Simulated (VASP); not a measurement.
# Sc (Cmcm) in VASP: notebook, part 2 of 2

VASP 6.6.1. The steps go on from the part before.

**3. Single point, PBE (atom 1 (Sc) moved by (+0.000, +0.450) A along x and y)**

File INCAR:

```
PREC = Accurate
ENCUT = 520
EDIFF = 1E-6
ISMEAR = 0
SIGMA = 0.15
LREAL = False
LASPH = True
NELM = 60
ALGO = Fast
ISIF = 2
LWAVE = False
LCHARG = True
GGA = PE
LELF = True
LVHAR = True
NBANDS = 18
```

File KPOINTS:

```
regular mesh
0
Gamma
  18 18 10
```

File POSCAR:

```
Sc
1.0
    3.3087978973      0.0000000000      0.0000000000
   -1.6543989486      2.8655030350      0.0000000000
    0.0000000000      0.0000000000      5.2680000000
Sc
2
Direct
    0.4118535782      0.8237071564      0.2500000000
    0.6666666667      0.3333333333      0.7500000000
```

Potentials or basis: VASP PAW PBE potentials, release 64 (Sc_sv).

Started as:

```sh
$ cat potpaw_PBE.64/Sc_sv/POTCAR > POTCAR
$ mpirun -np 1 vasp_std > vasp.out
```

OUTCAR:

```text
PREC = Accurate
   ENCUT = 520
   EDIFF = 1E-6
   ISMEAR = 0
   LREAL = False
   LASPH = True
   NELM = 60
   ISIF = 2
   GGA = PE

 ion  position               nearest neighbor table
   1  0.412  0.824  0.250-   2 3.01   2 3.01   2 3.41   2 3.41   2 3.41   2 3.41
   2  0.667  0.333  0.750-   1 3.01   1 3.01   1 3.41   1 3.41   1 3.41   1 3.41

  LATTYP: Found a hexagonal cell.
 ALAT       =     3.3087978973
 C/A-ratio  =     1.5921190002

  Lattice vectors:

 A1 = (   3.3087978973,   0.0000000000,   0.0000000000)
 A2 = (  -1.6543989486,   2.8655030350,   0.0000000000)
 A3 = (   0.0000000000,   0.0000000000,   5.2680000000)

Analysis of symmetry for initial positions (statically):
=====================================================================
 Subroutine PRICEL returns:
 Original cell was already a primitive cell.

 Routine SETGRP: Setting up the symmetry group for a
 hexagonal supercell.

 Subroutine GETGRP returns: Found  8 space group operations
 (whereof  2 operations were pure point group operations)
 out of a pool of 24 trial point group operations.

The static configuration has the point symmetry C_1h.
 The point group associated with its full space group is D_2h.

Analysis of symmetry for dynamics (positions and initial velocities):
=====================================================================
 Subroutine PRICEL returns:
 Original cell was already a primitive cell.

 Routine SETGRP: Setting up the symmetry group for a
 hexagonal supercell.

 Subroutine GETGRP returns: Found  8 space group operations
 (whereof  2 operations were pure point group operations)
 out of a pool of 24 trial point group operations.

The dynamic configuration has the point symmetry C_1h.
 The point group associated with its full space group is D_2h.

 Subroutine INISYM returns: Found  8 space group operations
 (whereof  2 operations are pure point group operations),
 and found     1 'primitive' translations

[... 111 lines left out ...]
   IALGO  =     68    algorithm
   IMIX   =      4    mixing-type and parameters
     AMIX     =   0.40;   BMIX     =  1.00
     AMIX_MAG =   1.60;   BMIX_MAG =  1.00
  volume/ion in A,a.u.               =      24.97       168.53
  Fermi-wavevector in a.u.,A,eV,Ry     =   1.245595  2.353833 21.109524  1.551506
  Thomas-Fermi vector in A             =   2.379810
   LORBIT       =      0    0 simple, 1 ext, 2 COOP (PROOUT), +10 PAW based schemes
   GGA     = PE    functional components
   LHFCALC =     F    Hartree Fock is set to
   AEXX    =    0.0000 exact exchange contribution
   IVDW    =     0    specifies the selected vdW correction
   LEPSILON=     F    determine dielectric tensor
   LRPA    =     F    only Hartree local field effects (RPA)
 non-spin polarized calculation
 RMM-DIIS sequential band-by-band and
 Gauss-broadening in eV      SIGMA  =   0.15
  energy-cutoff  :      520.00
  volume of cell :       49.95
 maximum number of plane-waves:      1363
 NGX is ok and might be reduce to    28
   NGX = 13   NGY = 13   NGZ = 19

 number of electron      22.0000001 magnetization

 Free energy of the ion-electron system (eV)
  ---------------------------------------------------
  ext. energy  EPLUGINS =         0.00000000
  ---------------------------------------------------
  free energy    TOTEN  =       -12.36932595 eV

  energy without entropy =      -12.32215935  energy(sigma->0) =      -12.34574265

 E-fermi :   3.5956     XC(G=0):  -9.8193

 val. band max:        3.5950762694   @ k =   0.3333   0.0556   0.5000
 cond. band min:       3.5967267300   @ k =   0.3333   0.2778   0.3000
 fundamental gap:      0.0016504606
 Fermi energy:         3.5956481731

 k-point     1 :       0.0000    0.0000    0.0000
  band No.  band energies     occupation
      1     -45.8650      2.00000
      2     -45.7910      2.00000
      3     -24.7285      2.00000
      4     -24.3538      2.00000
      5     -24.3027      2.00000
      6     -24.3018      2.00000
[... 481 lines left out ...]
      5     -24.3496      2.00000
      6     -24.3475      2.00000
[... 10 lines left out ...]
     17       6.1297      0.00000
     18       6.1381      0.00000

 [... further k-points ...]

------------------------ aborting loop because EDIFF is reached ----------------------------------------

  FORCE on cell =-STRESS in cart. coord.  units (eV):
  Direction    XX          YY          ZZ          XY          YZ          ZX
  --------------------------------------------------------------------------------------
  -------------------------------------------------------------------------------------
  Total       -0.8335831      0.1606444      0.0833563      0.0000000      0.0000000      0.0000000
  in kB      -26.7388417      5.1529884      2.6738205      0.0000000      0.0000000      0.0000000
  external PRESSURE =      -6.3040109 kB  Pullay stress =       0.0000000 kB

 VOLUME and BASIS-vectors are now :
 -----------------------------------------------------------------------------
  energy-cutoff  :      520.00
  volume of cell :       49.95
      direct lattice vectors                 reciprocal lattice vectors
     3.308797897  0.000000000  0.000000000     0.302224563  0.174489433  0.000000000
    -1.654398949  2.865503035  0.000000000     0.000000000  0.348978866  0.000000000
     0.000000000  0.000000000  5.268000000     0.000000000  0.000000000  0.189825361

 POSITION                                       TOTAL-FORCE (eV/Angst)
 -----------------------------------------------------------------------------------
      0.00000      2.36034      1.31700        -0.000000     -0.652696     -0.000000
      1.65440      0.95517      3.95100         0.000000      0.652696      0.000000
 -----------------------------------------------------------------------------------
    total drift:                               -0.000000      0.000003      0.000000

  FREE ENERGIE OF THE ION-ELECTRON SYSTEM (eV)
  ---------------------------------------------------
  free  energy   TOTEN  =       -12.3693259496 eV

  energy  without entropy=      -12.3221593512  energy(sigma->0) =      -12.34574265
```

stdout:

```text
POSCAR found type information on POSCAR Sc
 POSCAR found :  1 types and       2 ions
 scaLAPACK will be used
 LDA part: xc-table for (Slater+PW92), standard interpolation
 POSCAR, INCAR and KPOINTS ok, starting setup
 FFT: planning ... GRIDC
 FFT: planning ... GRID_SOFT
 FFT: planning ... GRID
 WAVECAR not read
 entering main loop
```

Run time: 5.5 min. Hardware: 1 thread of Intel Xeon 6975P-C (Granite Rapids), shared host; peak memory 0.48 GiB.

What came out:

- Free energy: -12.3693 eV
- Pressure: -0.6 GPa
- Largest force: 0.653 eV/Å
- Band gap on the k mesh: zero (bands 11 and 12 overlap by 1.17 eV)

Forces on the atoms (eV/Å):
```
Sc   0.000 -0.653  0.000
Sc   0.000  0.653  0.000
```

Caveat: the cell differs from its parent crystal (atom 1 (Sc) moved by (+0.000, +0.450) A along x and y).

**4. Single point, PBE (atom 1 (Sc) moved by (+0.000, -0.225) A along x and y)**

File INCAR:

```
SYSTEM = Sc
ALGO     = Fast           ! electronic algorithm
EDIFF    = 1E-6           ! SCF threshold, eV
ENCUT    = 520            ! plane-wave cutoff, eV
GGA      = PE             ! functional
ISIF     = 2              ! what is computed and relaxed
ISMEAR   = 0              ! smearing method
LASPH    = .True.         ! aspherical terms in the spheres
LCHARG   = .False.        ! write CHGCAR
LREAL    = .False.        ! projectors in reciprocal space
LWAVE    = .False.        ! write WAVECAR
NBANDS   = 18             ! bands
NELM     = 60             ! most SCF steps
PREC     = Accurate       ! precision mode
SIGMA    = 0.15           ! smearing width, eV
```

File KPOINTS:

```
k-points
0
Gamma
  18 18 10
  0 0 0
```

POSCAR: that of step 3 with these lines changed.

```diff
@@ -8,3 +8,3 @@
 Direct
-    0.4118535782      0.8237071564      0.2500000000
+    0.2940732109      0.5881464218      0.2500000000
     0.6666666667      0.3333333333      0.7500000000
```

Started as:

```sh
$ cat potpaw_PBE.64/Sc_sv/POTCAR > POTCAR
$ mpirun -np 1 vasp_std > vasp.out
```

Wall time 4.7 min (1 thread of Intel Xeon 6975P-C (Granite Rapids), shared host); peak memory 0.49 GiB.

Results (log left out):

| Quantity | Value |
| --- | --- |
| Free energy | -12.4850 eV |
| Pressure | -0.5 GPa |
| Largest force | 0.272 eV/Å |
| Band gap on the k mesh | zero (bands 11 and 12 overlap by 1.38 eV) |

Forces in eV/Å, atoms in the order of the input:
```
Sc   0.000  0.272  0.000
Sc   0.000 -0.272  0.000
```

Stress tensor (GPa, compression positive):
```
 0.97  0.00  0.00
 0.00 -1.43  0.00
 0.00  0.00 -1.19
```

Levels at points of the mesh, in eV from the Fermi level:
| k point | band 7 | band 8 | band 9 | band 10 | band 11 | band 12 | band 13 | band 14 | band 15 | band 16 |
| --- | --- | --- | --- | --- | --- | --- | --- | --- | --- | --- |
| (0.00, 0.00, 0.00) | -27.87 | -27.87 | -5.11 | -1.66 | 0.43 | 1.51 | 1.52 | 1.69 | 2.05 | 2.10 |
| (0.50, 0.00, 0.00) | -28.00 | -27.93 | -1.51 | -1.07 | -0.56 | -0.24 | 0.95 | 1.50 | 1.59 | 3.72 |
| (0.00, 0.50, 0.00) | -27.92 | -27.91 | -1.72 | -0.98 | -0.89 | -0.34 | 1.31 | 1.73 | 1.94 | 3.82 |
| (0.00, 0.00, 0.50) | -27.91 | -27.91 | -3.62 | -3.62 | 0.87 | 0.87 | 1.51 | 1.51 | 1.60 | 1.60 |
| (0.50, 0.00, 0.50) | -27.95 | -27.95 | -1.49 | -1.49 | 0.11 | 0.11 | 1.11 | 1.11 | 2.47 | 2.47 |
| (0.00, 0.50, 0.50) | -27.98 | -27.98 | -1.37 | -1.37 | -0.16 | -0.16 | 1.42 | 1.42 | 2.35 | 2.35 |

Caveat: the cell differs from its parent crystal (atom 1 (Sc) moved by (+0.000, -0.225) A along x and y).

**5. The runs side by side**

```csv
cell,further INCAR settings,gap on the mesh (eV),pressure (GPa),largest force (eV/Å)
"as given, atomic positions A",ALGO = Fast; EDIFF = 1e-07; NBANDS = 18,none,-0.5,0.44
"as given, atomic positions B",ALGO = Fast; EDIFF = 1e-06; NBANDS = 18,none,-0.6,0.65
"as given, atomic positions C",ALGO = Fast; EDIFF = 1e-06; NBANDS = 18,none,-0.5,0.27
```

Alike in all rows: task single point; level PBE; potentials or basis VASP PAW PBE potentials, release 64 (Sc_sv); no spin polarisation; k mesh 18 × 18 × 10; cutoff (eV) 520; smearing gaussian 0.15 eV.

Absolute energies hang on the potentials; compare differences alone.
